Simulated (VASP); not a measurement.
# SiO2 (P4_2/mnm) in VASP: a series of runs, part 2 of 2

VASP 6.6.1.

### 3 Single point, PBE (volume 8.365 Å^3 an atom, c/a of the conventional cell 0.6745)

File INCAR:

```
SYSTEM = SiO2
PREC = Accurate
ENCUT = 520
EDIFF = 1E-6
ISMEAR = 0
SIGMA = 0.05
LREAL = .False.
LASPH = .True.
NELM = 100
ALGO = Normal
ISIF = 2
LWAVE = .False.
LCHARG = .False.
GGA = PE
NBANDS = 25
```

File KPOINTS:

```
Automatic mesh
0
Gamma
  6 6 10
  0 0 0
```

File POSCAR:

```
SiO2
1.0
    4.2060885725      0.0000000000      0.0000000000
    0.0000000000      4.2060885725      0.0000000000
    0.0000000000      0.0000000000      2.8370067422
Si O
2 4
Direct
    0.5000000000      0.5000000000      0.5000000000
    0.0000000000      0.0000000000      0.0000000000
    0.6930127928      0.6930127928      0.0000000000
    0.1930127928      0.8069872072      0.5000000000
    0.3069872072      0.3069872072      0.0000000000
    0.8069872072      0.1930127928      0.5000000000
```

Potentials or basis: VASP PAW PBE potentials, release 64 (Si, O).

Command:

```console
$ cat potpaw_PBE.64/Si/POTCAR potpaw_PBE.64/O/POTCAR > POTCAR
$ mpirun -np 1 vasp_std > vasp.out
```

Wall time 29 s (1 thread of AMD EPYC 9R45 (Zen 5), shared host); peak memory 0.16 GiB.

It converged, with:

```yaml
Free_energy: -46.0857 eV
Pressure: -12.6 GPa
Largest_force: 0.243 eV/Å
Band_gap_on_the_k_mesh: 4.11 eV, direct
```

Forces in eV/Å, atoms in the order of the input:
```
Si   0.000  0.000  0.000
Si   0.000  0.000  0.000
O    0.172  0.172  0.000
O    0.172 -0.172  0.000
O   -0.172 -0.172  0.000
O   -0.172  0.172  0.000
```

Stress tensor (GPa, compression positive):
```
 -4.43   0.00   0.00
  0.00  -4.43   0.00
  0.00   0.00 -28.83
```

Levels at points of the mesh, in eV from the valence-band top:
```
           k point  band 14  band 15  band 16  band 17  band 18  band 19
(0.00, 0.00, 0.00)    -0.76    -0.76     0.00     4.11     5.61     7.22
(0.50, 0.00, 0.00)    -2.69    -0.94    -0.94     6.36     6.36     7.86
(0.50, 0.50, 0.00)    -2.60    -1.85    -1.85     6.07     6.07     8.82
(0.00, 0.00, 0.50)    -2.84    -2.38    -2.38     8.20     8.20    11.86
(0.50, 0.00, 0.50)    -1.98    -1.53    -1.53     8.10     8.10     9.50
(0.50, 0.50, 0.50)    -1.50    -1.33    -1.33     6.48     6.48    10.63
```

 A k mesh can miss the band edges.

### 4 Single point, PBE (volume 8.365 Å^3 an atom, c/a of the conventional cell 0.5801)

File INCAR:

```
PREC     = Accurate       # precision mode
ENCUT    = 520            # plane-wave cutoff, eV
EDIFF    = 1E-7           # SCF threshold, eV
ISMEAR   = 0              # smearing method
SIGMA    = 0.05           # smearing width, eV
LREAL    = False          # projectors in reciprocal space
LASPH    = True           # aspherical terms in the spheres
NELM     = 60             # most SCF steps
ALGO     = Normal         # electronic algorithm
ISIF     = 2              # what is computed and relaxed
LWAVE    = False          # write WAVECAR
LCHARG   = False          # write CHGCAR
GGA      = PE             # functional
NBANDS   = 25             # bands
```

File KPOINTS:

```
Automatic mesh
0
Gamma
  6 6 10
```

POSCAR: that of step 3 with these lines changed.

```diff
@@ -2,5 +2,5 @@
 1.0
-    4.2060885725      0.0000000000      0.0000000000
-    0.0000000000      4.2060885725      0.0000000000
-    0.0000000000      0.0000000000      2.8370067422
+    4.4228761334      0.0000000000      0.0000000000
+    0.0000000000      4.4228761334      0.0000000000
+    0.0000000000      0.0000000000      2.5657104450
 Si O
```

Command:

```console
$ cat potpaw_PBE.64/Si/POTCAR potpaw_PBE.64/O/POTCAR > POTCAR
$ mpirun -np 1 vasp_std > vasp.out
```

It took 36 s on 1 thread of AMD EPYC 9R45 (Zen 5), shared host; peak memory 0.16 GiB.

Results (log left out):

| Property | Result |
| --- | --- |
| Free energy | -45.9218 eV |
| Pressure | -4.8 GPa |
| Largest force | 1.016 eV/Å |
| Band gap on the k mesh | 4.62 eV, direct |

Forces on the atoms (eV/Å):
```
Si   0.000  0.000  0.000
Si   0.000  0.000  0.000
O   -0.718 -0.718  0.000
O   -0.718  0.718  0.000
O    0.718  0.718  0.000
O    0.718 -0.718  0.000
```

Stress tensor (GPa, compression positive):
```
-17.79   0.00   0.00
  0.00 -17.79   0.00
  0.00   0.00  21.31
```

Levels at points of the mesh, in eV from the valence-band top:
```
           k point  band 12  band 13  band 14  band 15  band 16  band 17  band 18  band 19  band 20  band 21
(0.00, 0.00, 0.00)    -2.30    -1.89    -0.88    -0.88     0.00     4.62     7.99     9.02     9.02    10.95
(0.50, 0.00, 0.00)    -3.25    -1.99    -1.99    -1.08    -1.08     7.23     7.23     9.91     9.91    10.14
(0.50, 0.50, 0.00)    -2.36    -2.22    -2.22    -2.22    -2.22     7.29     7.29    10.48    10.48    11.27
(0.00, 0.00, 0.50)    -4.32    -2.34    -2.34    -2.33    -2.33     8.02     8.02    11.09    11.09    11.72
(0.50, 0.00, 0.50)    -3.56    -2.15    -2.15    -1.47    -1.47     7.89     7.89     8.40     8.40    12.01
(0.50, 0.50, 0.50)    -4.25    -1.73    -1.73    -1.30    -1.30     6.18     6.18    10.11    10.11    11.17
```

Caveat: forces of over 1 eV/Å act on the atoms, so gaps and moduli don't describe the material at rest. A k mesh can miss the band edges.

### 5 Single point, PBE (volume 8.365 Å^3 an atom, c/a of the conventional cell 0.6951)

File INCAR:

```
PREC = Accurate ; ENCUT = 520
EDIFF = 1E-6 ; ISMEAR = 0
SIGMA = 0.05 ; LREAL = F
LASPH = T ; NELM = 80
ALGO = Normal ; ISIF = 2
LWAVE = F ; LCHARG = F
GGA = PE ; NBANDS = 25
```

File KPOINTS:

```
regular mesh
0
Gamma
  6 6 10
```

POSCAR: that of step 4 with these lines changed.

```diff
@@ -2,5 +2,5 @@
 1.0
-    4.4228761334      0.0000000000      0.0000000000
-    0.0000000000      4.4228761334      0.0000000000
-    0.0000000000      0.0000000000      2.5657104450
+    4.1641206332      0.0000000000      0.0000000000
+    0.0000000000      4.1641206332      0.0000000000
+    0.0000000000      0.0000000000      2.8944802522
 Si O
```

Command:

```console
$ cat potpaw_PBE.64/Si/POTCAR potpaw_PBE.64/O/POTCAR > POTCAR
$ mpirun -np 1 vasp_std > vasp.out
```

It took 29 s on 1 thread of AMD EPYC 9R45 (Zen 5), shared host; peak memory 0.16 GiB.

It converged, with:

| Quantity | Value |
| --- | --- |
| Free energy | -45.9012 eV |
| Pressure | -13.0 GPa |
| Largest force | 0.470 eV/Å |
| Band gap on the k mesh | 3.99 eV, direct |

Forces in eV/Å, atoms in the order of the input:
```
Si   0.000  0.000  0.000
Si   0.000  0.000  0.000
O    0.332  0.332  0.000
O    0.332 -0.332  0.000
O   -0.332 -0.332  0.000
O   -0.332  0.332  0.000
```

Stress tensor (GPa, compression positive):
```
 -1.63   0.00   0.00
  0.00  -1.63   0.00
  0.00   0.00 -35.76
```

Levels at points of the mesh, in eV from the valence-band top:
```csv
k point,band 14,band 15,band 16,band 17,band 18,band 19
"(0.00, 0.00, 0.00)",-0.71,-0.71,0.00,3.99,5.27,6.88
"(0.50, 0.00, 0.00)",-2.71,-0.89,-0.89,6.19,6.19,7.56
"(0.50, 0.50, 0.00)",-2.66,-1.72,-1.72,5.87,5.87,8.59
"(0.00, 0.00, 0.50)",-2.89,-2.32,-2.32,8.24,8.24,11.76
"(0.50, 0.00, 0.50)",-1.88,-1.47,-1.47,8.16,8.16,9.77
"(0.50, 0.50, 0.50)",-1.39,-1.27,-1.27,6.56,6.56,10.77
```

### 6 Single point, PBE (volume 8.365 Å^3 an atom, c/a of the conventional cell 0.6161)

File INCAR:

```
SYSTEM = SiO2
ALGO = Normal
EDIFF = 1E-6
ENCUT = 520
GGA = PE
ISIF = 2
ISMEAR = 0
LASPH = .True.
LCHARG = .True.
LELF = .True.
LREAL = .False.
LVHAR = .True.
LWAVE = .False.
NBANDS = 25
NELM = 80
PREC = Accurate
SIGMA = 0.05
```

File KPOINTS:

```
k-points
0
Gamma
  6 6 10
  0 0 0
```

POSCAR: that of step 5 with these lines changed.

```diff
@@ -2,5 +2,5 @@
 1.0
-    4.1641206332      0.0000000000      0.0000000000
-    0.0000000000      4.1641206332      0.0000000000
-    0.0000000000      0.0000000000      2.8944802522
+    4.3349956129      0.0000000000      0.0000000000
+    0.0000000000      4.3349956129      0.0000000000
+    0.0000000000      0.0000000000      2.6707907971
 Si O
```

Potentials or basis: VASP PAW PBE potentials, release 64 (Si, O).

Command:

```console
$ cat potpaw_PBE.64/Si/POTCAR potpaw_PBE.64/O/POTCAR > POTCAR
$ mpirun -np 1 vasp_std > vasp.out
```

It took 26 s on 1 thread of AMD EPYC 9R45 (Zen 5), shared host; peak memory 0.15 GiB.

Results (log left out):

- Free energy: -46.2300 eV
- Pressure: -9.0 GPa
- Largest force: 0.496 eV/Å
- Band gap on the k mesh: 4.48 eV, direct

Forces in eV/Å, atoms in the order of the input:
```
Si   0.000  0.000  0.000
Si   0.000  0.000  0.000
O   -0.350 -0.350  0.000
O   -0.350  0.350  0.000
O    0.350  0.350  0.000
O    0.350 -0.350  0.000
```

Stress tensor (GPa, compression positive):
```
-12.55   0.00   0.00
  0.00 -12.55   0.00
  0.00   0.00  -1.89
```

Levels at points of the mesh, in eV from the valence-band top:
```tsv
k point	band 14	band 15	band 16	band 17	band 18	band 19
(0.00, 0.00, 0.00)	-0.85	-0.85	0.00	4.48	6.91	8.35
(0.50, 0.00, 0.00)	-2.39	-1.03	-1.03	6.97	6.97	9.02
(0.50, 0.50, 0.00)	-2.38	-2.12	-2.12	6.80	6.80	9.77
(0.00, 0.00, 0.50)	-2.60	-2.42	-2.42	8.07	8.07	11.49
(0.50, 0.00, 0.50)	-2.15	-1.56	-1.56	7.94	7.94	8.79
(0.50, 0.50, 0.50)	-1.71	-1.38	-1.38	6.28	6.28	10.27
```

### 7 Overview

| cell | gap on the mesh (eV) | pressure (GPa) | largest force (eV/Å) |
| --- | --- | --- | --- |
| a = 4.467, b = 4.467, c = 2.515 Å, 6 atoms | 4.64 | -2.1 | 1.28 |
| a = 4.206, b = 4.206, c = 2.837 Å, 6 atoms | 4.11 | -12.6 | 0.24 |
| a = 4.423, b = 4.423, c = 2.566 Å, 6 atoms | 4.62 | -4.8 | 1.02 |
| a = 4.164, b = 4.164, c = 2.894 Å, 6 atoms | 3.99 | -13.0 | 0.47 |
| a = 4.335, b = 4.335, c = 2.671 Å, 6 atoms | 4.48 | -9.0 | 0.50 |

Alike in all rows: task single point; level PBE; potentials or basis VASP PAW PBE potentials, release 64 (Si, O); no spin polarisation; k mesh 6 × 6 × 10; cutoff (eV) 520; smearing gaussian 0.05 eV.

Caveats: forces of over 1 eV/Å act on the atoms, so gaps and moduli don't describe the material at rest (some runs).

Absolute energies hang on the potentials; compare differences alone.
